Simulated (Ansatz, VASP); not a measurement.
# LiF: VASP beside Ansatz

```
Li F
1.0
     0.00000    1.91508    1.91508
     1.91508    0.00000    1.91508
     1.91508    1.91508    0.00000
Li F
1 1
Direct
  0.00000 0.00000 0.00000
  0.50000 0.50000 0.50000
```

Change from the starting cell: hydrostatic strain -4.0%.

Alike in both runs: task single point; functional PBE; k mesh 10 × 10 × 10; occupations fermi-dirac, width 0.02 eV; no spin polarisation.

```csv
,VASP,Ansatz
version,VASP 6.6.1,Ansatz 0.2.0
potentials or method,"VASP PAW PBE potentials, release 64 (Li_sv, F)","plane waves, PAW"
plane-wave cutoff (eV),520,420
valence electrons in the cell,10,10
```

|  | VASP | Ansatz | Ansatz less VASP |
| --- | --- | --- | --- |
| gap on the k mesh at the Fermi level (eV) | 10.57 | 10.57 | -0.004 |

Noted on VASP's run: the cutoff is short for stress, so the pressure is rough.
